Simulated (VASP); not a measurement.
Input of a VASP 6.6.1 run:

File INCAR:

```
SYSTEM = ScSb2P3
  PREC = Accurate
  ENCUT = 600
  EDIFF = 1E-7
  ISMEAR = 0
  SIGMA = 0.1
  LREAL = .FALSE.
  LASPH = .TRUE.
  NELM = 60
  ALGO = Normal
  ISIF = 3
  LWAVE = .FALSE.
  LCHARG = .FALSE.
  GGA = PE
  IBRION = 2
  NSW = 90
  EDIFFG = -0.04
```

The input KPOINTS:

```
regular mesh
0
G
  4 4 2
  0 0 0
```

POSCAR

```
ScSb2P3
1.0
    2.8978201400     -3.0164635800      0.0000000000
    2.8978201400      3.0164635800      0.0000000000
    0.0000000000      0.0000000000      8.5906476400
Sc Sb P
1 2 3
Direct
    0.0000000000      0.0000000000      0.0000000000
    0.5000000000      0.5000000000      0.2682302200
    0.5000000000      0.5000000000      0.7317697800
    0.0000000000      0.5000000000      0.5000000000
    0.5000000000      0.0000000000      0.5000000000
    0.5000000000      0.5000000000      0.0000000000
```

Potentials or basis: VASP PAW PBE potentials, release 64 (Sc_sv, Sb, P).

Launch:

```sh
$ cat potpaw_PBE.64/Sc_sv/POTCAR potpaw_PBE.64/Sb/POTCAR potpaw_PBE.64/P/POTCAR > POTCAR
$ mpirun -np 1 vasp_std > vasp.out
```

Task: Estimate the relaxed cell.

Result: a = 3.540 Å, b = 3.540 Å, c = 10.635 Å, α = 90.00°, β = 90.00°, γ = 89.95°.

Task: Predict the space group after relaxing (to 0.1 Å).

Result: P4/mmm (No. 123).

Task: What does it give for the relaxed volume?

Result: 22.21 Å³/atom.

Forces in eV/Å, atoms in the order of the input:
```
Sc   0.000  0.000  0.000
Sb   0.000  0.000  0.004
Sb   0.000  0.000 -0.004
P    0.000  0.000  0.000
P    0.000  0.000  0.000
P    0.000  0.000  0.000
```

Caveat: the k points lie up to 0.44 Å⁻¹ apart in the final cell, too coarse for converged energies and pressures of a metal; a cell axis changed by over 15 % at a fixed basis, so the end point is rough.
